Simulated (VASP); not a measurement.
Wanted: the native input for a VASP 6.6.1 run.

```yaml
Task: relaxation of the atoms
Functional: PBEsol
Potentials_or_basis: VASP PAW PBE potentials, release 64 (Si, Ge_d)
Cutoff: 520 eV
k_mesh: 12 × 12 × 6
Occupations: gaussian, width 0.02 eV
Spin: no spin polarisation
Dipole_correction: no
Further_INCAR_settings: ALGO = Normal; EDIFF = 1e-06; IBRION = 2; EDIFFG = -0.008; NSW = 60
```

The structure of SiGe lies in POSCAR:

```
SiGe
1.0
    3.7835789998      0.0000000000      0.0000000000
   -1.8917894999      3.2766755311      0.0000000000
    0.0000000000      0.0000000000      6.2500909918
Si Ge
2 2
Direct
    0.6666666667      0.3333333333      0.8744069757
    0.3333333333      0.6666666667      0.3744069757
    0.6666666667      0.3333333333      0.5005920243
    0.3333333333      0.6666666667      0.0005920243
```

This cell differs from its parent crystal: equal strain along all axes, cell held: -3.0 %.

These files were run (other wordings do the same):

INCAR

```
PREC = Accurate
ENCUT = 520
EDIFF = 1E-6
ISMEAR = 0
SIGMA = 0.02
LREAL = F
LASPH = T
NELM = 100
ALGO = Normal
ISIF = 2
LWAVE = F
LCHARG = F
GGA = PS
IBRION = 2
NSW = 60
EDIFFG = -0.008
```

KPOINTS

```
regular mesh
0
Gamma
  12 12 6
```

Potentials or basis: VASP PAW PBE potentials, release 64 (Si, Ge_d).

Run with:

```console
$ cat potpaw_PBE.64/Si/POTCAR potpaw_PBE.64/Ge_d/POTCAR > POTCAR
$ mpirun -np 1 vasp_std > vasp.out
```

Results of the run:

| Quantity | Value |
| --- | --- |
| Energy gained by relaxing | 0.0 meV/atom |
| Ionic steps | 2 |
| Pressure after relaxing | 9.1 GPa |
| Largest force after relaxing | 0.008 eV/Å |
| Band gap on the k mesh | 0.18 eV (least direct gap 0.66 eV) |

Caveat: the cell differs from its parent crystal (equal strain along all axes, cell held: -3.0 %); the PAW data sets were made with another functional, which shifts forces and pressure a little.

Run time: 3.2 min on 1 thread of Oxide Virtual Turin-like Processor, with other jobs on the host, peak memory 0.23 GiB.
